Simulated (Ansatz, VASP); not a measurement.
Ti: VASP beside Ansatz

Contents of INCAR:

```
SYSTEM = Ti
  PREC = Accurate
  ENCUT = 520
  EDIFF = 1E-6
  ISMEAR = 0
  SIGMA = 0.1
  LREAL = .False.
  LASPH = .True.
  NELM = 150
  ALGO = Normal
  ISIF = 2
  LWAVE = .False.
  LCHARG = .False.
  ISPIN = 2
  MAGMOM = 1
  LORBIT = 11
  LMAXMIX = 4
  GGA = PE
  NBANDS = 16
```

File KPOINTS:

```
regular mesh
0
Gamma
  8 8 8
  0 0 0
```

POSCAR

```
Ti
1.0
    0.0000000000      2.0563341165      2.0563341165
    2.0563341165      0.0000000000      2.0563341165
    2.0563341165      2.0563341165      0.0000000000
Ti
1
Direct
    0.5000000000      0.5000000000      0.5000000000
```

Input for Ansatz:

```yaml
crystal:
  lattice:
    - [0.0, 2.0563341165, 2.0563341165]
    - [2.0563341165, 0.0, 2.0563341165]
    - [2.0563341165, 2.0563341165, 0.0]
  atoms:
    - { symbol: Ti, position: [0.5, 0.5, 0.5], spin: 1.0 }
basis:
  ecutwfc: 420
kpoints:
  mp_grid: { grid: [8, 8, 8] }
hamiltonian:
  xc: pbe
scf:
  occupations: { method: gaussian, width: 0.1 }
  lower_state_search: "off"
output:
  forces: true
  stress: true
  eigenvalues: true
  populations: true
magnetization:
  spin_polarized: true
```

Alike in both runs: task single point; functional PBE; k mesh 8 × 8 × 8; occupations gaussian, width 0.1 eV; collinear spin.

|  | VASP | Ansatz |
| --- | --- | --- |
| version | VASP 6.6.1 | Ansatz 0.2.0 |
| potentials or method | VASP PAW PBE potentials, release 64 (Ti_sv), cutoff 520 eV | scalar-relativistic, plane waves, PAW |
| valence electrons in the cell | 12 | 12 |

|  | VASP | Ansatz | Ansatz less VASP |
| --- | --- | --- | --- |
| gap on the k mesh at the Fermi level (eV) | none | none | - |
| pressure (GPa) | -0.2 | 0.0 | +0.23 |
| net moment per atom (μB) | 0.00 | 0.00 | 0.000 |

A gap of «none» marks a metal or a gap that the smearing closes. Ansatz's warnings: seeded moment not kept.
